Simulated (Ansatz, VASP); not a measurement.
## Two plane-wave programs on GaSi2S2

```
Ga Si S
1.0
     3.70938    0.00000    0.00000
     0.00000    3.70938    0.00000
     0.00000    0.00000    7.11532
Ga Si S
1 2 2
Direct
  0.00000 0.00000 0.00000
  0.50000 0.00000 0.50000
  0.00000 0.50000 0.50000
  0.50000 0.50000 0.75526
  0.50000 0.50000 0.24474
```

Change from the starting cell: species swapped into the BaAs2Pd2 type (P4/mmm, No. 123).

Alike in both runs: functional PBE; k mesh 4 × 4 × 3; occupations gaussian, width 0.2 eV; no spin polarisation.

Ansatz relaxed the structure, and its values are those at the end. VASP's run is a single point on that final structure, the one shown.

|  | VASP | Ansatz |
| --- | --- | --- |
| version | VASP 6.6.1 | Ansatz 0.2.0 |
| potentials or method | VASP PAW PBE potentials, release 64 (Ga_d, Si, S), cutoff 500 eV | scalar-relativistic, plane waves, PAW |
| valence electrons in the cell | 33 | 33 |

Ansatz gave:

| Property | Result |
| --- | --- |
| gap on the k mesh at the Fermi level (eV) | none |
| pressure (GPa) | 0.1 |
| rms of the force components (eV/Å) | 0.015 |

Problem. What did VASP give for the same quantities?

Solution. gap on the k mesh at the Fermi level (eV): none; pressure (GPa): 0.1; rms of the force components (eV/Å): 0.019.

A gap of «none» marks a metal or a gap that the smearing closes.

The k mesh is coarse, so the values compare programs but aren't converged.
